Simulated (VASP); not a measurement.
# Pd (Fd-3m) in VASP: a series of runs

Pd is run at these levels: RPBE; tasks: single point.

Program: VASP 6.6.1. These are calculated values, not measurements. Logs are shortened: lines on timing, memory, paths and dates and some standing lists are left out, and cuts for length are marked.

### Step 1. The cell of the first run

Symmetry: Fd-3m, No. 227, cubic system. The conventional cell has a = 5.973 Å, b = 5.973 Å, c = 5.973 Å, α = 90.00°, β = 90.00°, γ = 90.00°. Within 3.4 Å of Pd (site symmetry -43m) lie 4 Pd at 2.59 Å.

### Step 2. Single point, RPBE, collinear spin, ferromagnetic start (volume scaled by 1.04)

The input, INCAR:

```
PREC     = Accurate       # precision mode
ENCUT    = 520            # plane-wave cutoff, eV
EDIFF    = 1E-6           # SCF threshold, eV
ISMEAR   = -1             # smearing method
SIGMA    = 0.05           # smearing width, eV
LREAL    = F              # projectors in reciprocal space
LASPH    = T              # aspherical terms in the spheres
NELM     = 150            # most SCF steps
ALGO     = Normal         # electronic algorithm
ISIF     = 2              # what is computed and relaxed
LWAVE    = F              # write WAVECAR
LCHARG   = F              # write CHGCAR
ISPIN    = 2              # spin polarisation
MAGMOM   = 0.447 0.447    # initial moments
LORBIT   = 11             # projections on sites
LMAXMIX  = 4              # l up to which the mixer works
GGA      = RP             # functional
NBANDS   = 21             # bands
```

The input, KPOINTS:

```
Automatic mesh
0
Gamma
  10 10 10
```

The input, POSCAR:

```
Pd
1.0
    0.0000000000      2.9866100326      2.9866100326
    2.9866100326      0.0000000000      2.9866100326
    2.9866100326      2.9866100326      0.0000000000
Pd
2
Direct
    0.1250000000      0.1250000000      0.1250000000
    0.8750000000      0.8750000000      0.8750000000
```

Potentials or basis: VASP PAW PBE potentials, release 64 (Pd).

Launch:

```bash
$ cat potpaw_PBE.64/Pd/POTCAR > POTCAR
$ mpirun -np 1 vasp_std > vasp.out
```

OUTCAR:

```text
PREC = Accurate
   ENCUT = 520
   EDIFF = 1E-6
   ISMEAR = -1
   LREAL = F
   LASPH = T
   NELM = 150
   ISIF = 2
   ISPIN = 2
   LORBIT = 11
   GGA = RP

 ion  position               nearest neighbor table
   1  0.125  0.125  0.125-   2 2.59   2 2.59   2 2.59   2 2.59
   2  0.875  0.875  0.875-   1 2.59   1 2.59   1 2.59   1 2.59

  LATTYP: Found a face centered cubic cell.
 ALAT       =     5.9732200652

  Lattice vectors:

 A1 = (   0.0000000000,   2.9866100326,   2.9866100326)
 A2 = (   2.9866100326,   0.0000000000,   2.9866100326)
 A3 = (   2.9866100326,   2.9866100326,   0.0000000000)

Analysis of symmetry for initial positions (statically):
=====================================================================
 Subroutine PRICEL returns:
 Original cell was already a primitive cell.

 Routine SETGRP: Setting up the symmetry group for a
 face centered cubic supercell.

 Subroutine GETGRP returns: Found 48 space group operations
 (whereof 12 operations were pure point group operations)
 out of a pool of 48 trial point group operations.

The static configuration has the point symmetry D_3d.
 The point group associated with its full space group is O_h .

Analysis of symmetry for dynamics (positions and initial velocities):
=====================================================================
 Subroutine PRICEL returns:
 Original cell was already a primitive cell.

 Routine SETGRP: Setting up the symmetry group for a
 face centered cubic supercell.

 Subroutine GETGRP returns: Found 48 space group operations
 (whereof 12 operations were pure point group operations)
 out of a pool of 48 trial point group operations.

The dynamic configuration has the point symmetry D_3d.
 The point group associated with its full space group is O_h .

Analysis of structural, dynamic, and magnetic symmetry:
=====================================================================
 Subroutine PRICEL returns:
 Original cell was already a primitive cell.

 Routine SETGRP: Setting up the symmetry group for a
 face centered cubic supercell.

 Subroutine GETGRP returns: Found 48 space group operations
 (whereof 12 operations were pure point group operations)
 out of a pool of 48 trial point group operations.

The overall configuration has the point symmetry D_3d.
 The point group associated with its full space group is O_h .

 Subroutine INISYM returns: Found 48 space group operations
 (whereof 12 operations are pure point group operations),
 and found     1 'primitive' translations

----------------------------------------------------------------------------------------

                                     Primitive cell

  volume of cell :      53.2802

  direct lattice vectors                    reciprocal lattice vectors
     0.000000000  2.986610033  2.986610033    -0.167413889  0.167413889  0.167413889
     2.986610033  0.000000000  2.986610033     0.167413889 -0.167413889  0.167413889
     2.986610033  2.986610033  0.000000000     0.167413889  0.167413889 -0.167413889

  length of vectors
     4.223704414  4.223704414  4.223704414     0.289969361  0.289969361  0.289969361

  position of ions in fractional coordinates (direct lattice)
     0.125000000  0.125000000  0.125000000
     0.875000000  0.875000000  0.875000000

  ion indices of the primitive-cell ions
   primitive index   ion index
                 1           1
                 2           2

----------------------------------------------------------------------------------------

 KPOINTS: Automatic mesh

Automatic generation of k-mesh.
 Grid dimensions read from file:
 generate k-points for:   10   10   10

 Generating k-lattice:

  Cartesian coordinates                     Fractional coordinates (reciprocal lattice)
    -0.016741389  0.016741389  0.016741389     0.100000000  0.000000000  0.000000000
     0.016741389 -0.016741389  0.016741389     0.000000000  0.100000000  0.000000000
     0.016741389  0.016741389 -0.016741389     0.000000000  0.000000000  0.100000000

  Length of vectors
     0.028996936  0.028996936  0.028996936

  Shift w.r.t. Gamma in fractional coordinates (k-lattice)
     0.000000000  0.000000000  0.000000000

 Subroutine IBZKPT returns following result:
 ===========================================

 Found     47 irreducible k-points:

 Following reciprocal coordinates:
            Coordinates               Weight
  0.000000  0.000000  0.000000      1.000000
  0.100000  0.000000  0.000000      8.000000
  0.200000  0.000000  0.000000      8.000000
  0.300000  0.000000  0.000000      8.000000
  0.400000  0.000000  0.000000      8.000000
  0.500000  0.000000  0.000000      4.000000
[... 16 lines left out ...]
  0.300000  0.300000  0.000000      6.000000
  0.400000  0.300000  0.000000     24.000000
 [... further k-points ...]
   k-points           NKPTS =     47   k-points in BZ     NKDIM =     47   number of bands    NBANDS=     21
   number of dos      NEDOS =    301   number of ions     NIONS =      2
   total plane-waves  NPLWV =  32768
   dimension x,y,z NGX =    32 NGY =   32 NGZ =   32
   dimension x,y,z NGXF=    64 NGYF=   64 NGZF=   64
   ions per type =               2
   NGX,Y,Z   is equivalent  to a cutoff of  12.60, 12.60, 12.60 a.u.
   NGXF,Y,Z  is equivalent  to a cutoff of  25.19, 25.19, 25.19 a.u.
 SYSTEM =  unknown system
   PREC   = accura    normal or accurate (medium, high low for compatibility)
   ISTART =      0    job   : 0-new  1-cont  2-samecut
   ICHARG =      2    charge: 1-file 2-atom 10-const
   ISPIN  =      2    spin polarized calculation?
   LNONCOLLINEAR =      F non collinear calculations
   LSORBIT =      F    spin-orbit coupling
   LASPH  =      T    aspherical Exc in radial PAW
   ENCUT  =  520.0 eV  38.22 Ry    6.18 a.u.   7.85  7.85  7.85*2*pi/ulx,y,z
   NELM   =    150;   NELMIN=  2; NELMDL= -5     # of ELM steps
   EDIFF  = 0.1E-05   stopping-criterion for ELM
   LREAL  =      F    real-space projection
   EDIFFG = 0.1E-04   stopping-criterion for IOM
   NSW    =      0    number of steps for IOM
   IBRION =     -1    ionic relax: 0-MD 1-quasi-New 2-CG
   NFREE  =      0    steps in history (QN), initial steepest desc. (CG)
   ISIF   =      2    stress and relaxation
   ISYM   =      2    0-nonsym 1-usesym 2-fastsym
   POTIM  = 0.5000    time-step for ionic-motion
   TEBEG  =    0.0;   TEEND  =   0.0 temperature during run
   PSTRESS=    0.0 pullay stress
   NELECT =      20.0000    total number of electrons
   NUPDOWN=      -1.0000    fix difference up-down
   EMIN   =  10.00;   EMAX   =-10.00  energy-range for DOS
   EFERMI =   0.00;   METHOD = LEGACY
   ISMEAR =    -1;   SIGMA  =   0.05  broadening in eV -4-tet -1-fermi 0-gaus
   EFERMI_NEDOS =   21; number of points for ismear=-14 and -15
   IALGO  =     38    algorithm
   IMIX   =      4    mixing-type and parameters
     AMIX     =   0.40;   BMIX     =  1.00
     AMIX_MAG =   1.60;   BMIX_MAG =  1.00
  volume/ion in A,a.u.               =      26.64       179.78
  Fermi-wavevector in a.u.,A,eV,Ry     =   1.180945  2.231662 18.975106  1.394631
  Thomas-Fermi vector in A             =   2.317228
   LORBIT       =     11    0 simple, 1 ext, 2 COOP (PROOUT), +10 PAW based schemes
   GGA     = RP    functional components
   LHFCALC =     F    Hartree Fock is set to
   AEXX    =    0.0000 exact exchange contribution
   IVDW    =     0    specifies the selected vdW correction
   LEPSILON=     F    determine dielectric tensor
   LRPA    =     F    only Hartree local field effects (RPA)
 spin polarized calculation
  energy-cutoff  :      520.00
  volume of cell :       53.28
 maximum number of plane-waves:      1459
   NGX = 15   NGY = 15   NGZ = 15

 number of electron      19.9999993 magnetization       0.8979768

 Free energy of the ion-electron system (eV)
  ---------------------------------------------------
  ext. energy  EPLUGINS =         0.00000000
  ---------------------------------------------------
  free energy    TOTEN  =        -7.24019984 eV

  energy without entropy =       -7.20027707  energy(sigma->0) =       -7.22023845

 E-fermi :   3.3119     XC(G=0):  -9.2763

 val. band max:        3.3105378517   @ k =   0.5000   0.2000   0.0000
 cond. band min:       3.3127432704   @ k =  -0.3000   0.3000   0.1000
 fundamental gap:      0.0022054186
 Fermi energy:         3.3119395007

 spin component 1

 k-point     1 :       0.0000    0.0000    0.0000
  band No.  band energies     occupation
      1      -0.7408      1.00000
      2       0.2394      1.00000
      3       0.2394      1.00000
      4       0.3019      1.00000
      5       0.3019      1.00000
      6       0.3019      1.00000
[... 13 lines left out ...]
     20      17.0164      0.00000
     21      17.0164      0.00000

 k-point     2 :       0.1000    0.0000    0.0000
  band No.  band energies     occupation
      1      -0.6110      1.00000
      2       0.1396      1.00000
      3       0.1396      1.00000
      4       0.3048      1.00000
      5       0.4336      1.00000
      6       0.4336      1.00000
[... 13 lines left out ...]
     20      16.8382      0.00000
     21      16.8382      0.00000

 k-point     3 :       0.2000    0.0000    0.0000
  band No.  band energies     occupation
      1      -0.2655      1.00000
      2       0.0769      1.00000
      3       0.0769      1.00000
      4       0.3290      1.00000
      5       0.5626      1.00000
      6       0.5626      1.00000
[... 13 lines left out ...]
     20      17.0669      0.00000
     21      17.1103      0.00000
[... 457 lines left out ...]
 k-point    23 :       0.3000    0.3000    0.0000
  band No.  band energies     occupation
      1      -0.2010      1.00000
      2       0.2535      1.00000
      3       0.2535      1.00000
      4       0.6020      1.00000
      5       0.7682      1.00000
      6       0.8840      1.00000
[... 13 lines left out ...]
     20      20.5859      0.00000
     21      20.8617      0.00000

 k-point    24 :       0.4000    0.3000    0.0000
  band No.  band energies     occupation
      1      -0.1900      1.00000
      2       0.1970      1.00000
      3       0.2309      1.00000
      4       0.6168      1.00000
      5       0.9169      1.00000
      6       1.1062      1.00000
[... 13 lines left out ...]
     20      21.2829      0.00000
     21      22.2329      0.00000

 [... further k-points ...]

 spin component 2

 k-point     1 :       0.0000    0.0000    0.0000
  band No.  band energies     occupation
      1      -0.7038      1.00000
      2       0.4971      1.00000
      3       0.4971      1.00000
      4       0.5971      1.00000
      5       0.5971      1.00000
      6       0.5971      1.00000
[... 13 lines left out ...]
     20      17.0396      0.00000
     21      17.0396      0.00000

 k-point     2 :       0.1000    0.0000    0.0000
  band No.  band energies     occupation
      1      -0.5728      1.00000
      2       0.4114      1.00000
      3       0.4114      1.00000
      4       0.6003      1.00000
      5       0.7161      1.00000
      6       0.7161      1.00000
[... 13 lines left out ...]
     20      16.8547      0.00000
     21      16.8547      0.00000

 k-point     3 :       0.2000    0.0000    0.0000
  band No.  band energies     occupation
      1      -0.2151      1.00000
      2       0.3531      1.00000
      3       0.3531      1.00000
      4       0.6207      1.00000
      5       0.8443      1.00000
      6       0.8444      1.00000
[... 13 lines left out ...]
     20      17.0876      0.00000
     21      17.2035      0.00000
[... 457 lines left out ...]
 k-point    23 :       0.3000    0.3000    0.0000
  band No.  band energies     occupation
      1       0.0626      1.00000
      2       0.5603      1.00000
      3       0.5603      1.00000
      4       0.7064      1.00000
      5       1.0377      1.00000
      6       1.1261      1.00000
[... 13 lines left out ...]
     20      20.6445      0.00000
     21      20.9110      0.00000

 k-point    24 :       0.4000    0.3000    0.0000
  band No.  band energies     occupation
      1       0.0761      1.00000
      2       0.4943      1.00000
      3       0.5389      1.00000
      4       0.8737      1.00000
      5       1.1897      1.00000
      6       1.2428      1.00000
[... 13 lines left out ...]
     20      21.3058      0.00000
     21      22.2950      0.00000

 [... further k-points ...]
[... 5 lines left out ...]
  --------------------------------------------------------------------------------------
  -------------------------------------------------------------------------------------
  Total       -0.7080922     -0.7080922     -0.7080922      0.0000000      0.0000000     -0.0000000
  in kB      -21.2929009    -21.2929009    -21.2929009      0.0000000      0.0000000     -0.0000000
  external PRESSURE =     -21.2929009 kB  Pullay stress =       0.0000000 kB

 VOLUME and BASIS-vectors are now :
 -----------------------------------------------------------------------------
  energy-cutoff  :      520.00
  volume of cell :       53.28
      direct lattice vectors                 reciprocal lattice vectors
     0.000000000  2.986610033  2.986610033    -0.167413889  0.167413889  0.167413889
     2.986610033  0.000000000  2.986610033     0.167413889 -0.167413889  0.167413889
     2.986610033  2.986610033  0.000000000     0.167413889  0.167413889 -0.167413889

 POSITION                                       TOTAL-FORCE (eV/Angst)
 -----------------------------------------------------------------------------------
      0.74665      0.74665      0.74665        -0.000000     -0.000000     -0.000000
      5.22657      5.22657      5.22657         0.000000      0.000000      0.000000
 -----------------------------------------------------------------------------------
    total drift:                                0.000000      0.000000     -0.000000

  FREE ENERGIE OF THE ION-ELECTRON SYSTEM (eV)
  ---------------------------------------------------
  free  energy   TOTEN  =        -7.2401998425 eV

  energy  without entropy=       -7.2002770670  energy(sigma->0) =       -7.22023845

 total charge

# of ion       s       p       d       tot
------------------------------------------
    1        0.459   0.237   8.519   9.215
    2        0.459   0.237   8.519   9.215
--------------------------------------------------
tot          0.917   0.474  17.038  18.429

 magnetization (x)

# of ion       s       p       d       tot
------------------------------------------
    1       -0.006  -0.002   0.452   0.443
    2       -0.006  -0.002   0.452   0.443
--------------------------------------------------
tot         -0.012  -0.005   0.903   0.887
```

It took 30 s on 1 thread of Intel Xeon 6975P-C (Granite Rapids), shared host; peak memory 0.24 GiB.

Results:

```yaml
Free_energy: -7.2402 eV
Pressure: -2.1 GPa
Net_moment: 0.90 μB per cell
Site_moments: Pd +0.44 μB
Valence_electrons_inside_the_program's_atomic_spheres: Pd 9.21
```

Levels at points of the mesh, in eV from the Fermi level:
Spin up:
| k point | band 9 | band 10 | band 11 | band 12 | band 13 | band 14 |
| --- | --- | --- | --- | --- | --- | --- |
| (0.00, 0.00, 0.00) | -1.37 | -0.40 | -0.40 | 10.85 | 10.85 | 10.85 |
| (0.50, 0.00, 0.00) | -0.55 | -0.55 | 0.26 | 1.01 | 7.99 | 7.99 |
| (0.50, 0.50, 0.00) | -0.40 | -0.40 | 1.75 | 1.75 | 4.74 | 4.74 |
Spin down:
```
           k point  band 7  band 8  band 9  band 10  band 11  band 12  band 13  band 14
(0.00, 0.00, 0.00)   -1.03   -1.03   -1.03    -0.08    -0.08    10.93    10.93    10.93
(0.50, 0.00, 0.00)   -0.80   -0.80   -0.18    -0.18     0.28     1.27     8.06     8.06
(0.50, 0.50, 0.00)   -1.48   -1.48   -0.02    -0.02     1.92     1.92     4.76     4.76
```

Caveat: the PAW data sets were made with another functional, which shifts forces and pressure a little.

### Step 3. Single point, RPBE, collinear spin, ferromagnetic start (volume scaled by 1.08)

The input, INCAR:

```
SYSTEM = Pd
PREC     = Accurate       ! precision mode
ENCUT    = 520            ! plane-wave cutoff, eV
EDIFF    = 1E-6           ! SCF threshold, eV
ISMEAR   = -1             ! smearing method
SIGMA    = 0.05           ! smearing width, eV
LREAL    = .FALSE.        ! projectors in reciprocal space
LASPH    = .TRUE.         ! aspherical terms in the spheres
NELM     = 150            ! most SCF steps
ALGO     = Normal         ! electronic algorithm
ISIF     = 2              ! what is computed and relaxed
LWAVE    = .FALSE.        ! write WAVECAR
LCHARG   = .TRUE.         ! write CHGCAR
ISPIN    = 2              ! spin polarisation
MAGMOM   = 0.447 0.447    ! initial moments
LORBIT   = 11             ! projections on sites
LMAXMIX  = 4              ! l up to which the mixer works
GGA      = RP             ! functional
LELF     = .TRUE.         ! ELF
LVHAR    = .TRUE.       
NBANDS   = 21             ! bands
```

The input, KPOINTS:

```
Automatic mesh
0
G
  10 10 10
  0 0 0
```

The input, POSCAR:

```
Pd
1.0
    0.0000000000      3.0244192366      3.0244192366
    3.0244192366      0.0000000000      3.0244192366
    3.0244192366      3.0244192366      0.0000000000
Pd
2
Direct
    0.1250000000      0.1250000000      0.1250000000
    0.8750000000      0.8750000000      0.8750000000
```

Potentials or basis: VASP PAW PBE potentials, release 64 (Pd).

Launch:

```bash
$ cat potpaw_PBE.64/Pd/POTCAR > POTCAR
$ mpirun -np 1 vasp_std > vasp.out
```

Run time: 32 s. Hardware: 1 thread of Intel Xeon 6975P-C (Granite Rapids), shared host; peak memory 0.24 GiB.

The run converged. Its results:

- Free energy: -7.2039 eV
- Pressure: -3.6 GPa
- Net moment: 0.89 μB per cell
- Site moments: Pd +0.44 μB
- Valence electrons inside the program's atomic spheres: Pd 9.18

Levels at points of the mesh, in eV from the Fermi level:
Spin up:
| k point | band 7 | band 8 | band 9 | band 10 | band 11 | band 12 | band 13 | band 14 | band 15 | band 16 |
| --- | --- | --- | --- | --- | --- | --- | --- | --- | --- | --- |
| (0.00, 0.00, 0.00) | -1.30 | -1.30 | -1.30 | -0.40 | -0.40 | 10.56 | 10.56 | 10.56 | 11.12 | 11.12 |
| (0.50, 0.00, 0.00) | -1.05 | -1.05 | -0.53 | -0.53 | 0.35 | 0.97 | 7.82 | 7.82 | 10.32 | 11.44 |
| (0.50, 0.50, 0.00) | -1.68 | -1.68 | -0.40 | -0.40 | 1.72 | 1.72 | 4.70 | 4.70 | 8.77 | 8.77 |
Spin down:
```csv
k point,band 6,band 7,band 8,band 9,band 10,band 11,band 12,band 13,band 14,band 15
"(0.00, 0.00, 0.00)",-2.57,-0.97,-0.97,-0.97,-0.08,-0.08,10.65,10.65,10.65,11.21
"(0.50, 0.00, 0.00)",-2.44,-0.76,-0.76,-0.18,-0.18,0.38,1.23,7.88,7.88,10.37
"(0.50, 0.50, 0.00)",-1.52,-1.40,-1.40,-0.02,-0.02,1.88,1.88,4.73,4.73,8.88
```

Caveat: the PAW data sets were made with another functional, which shifts forces and pressure a little.

[end of part 1 of 2]
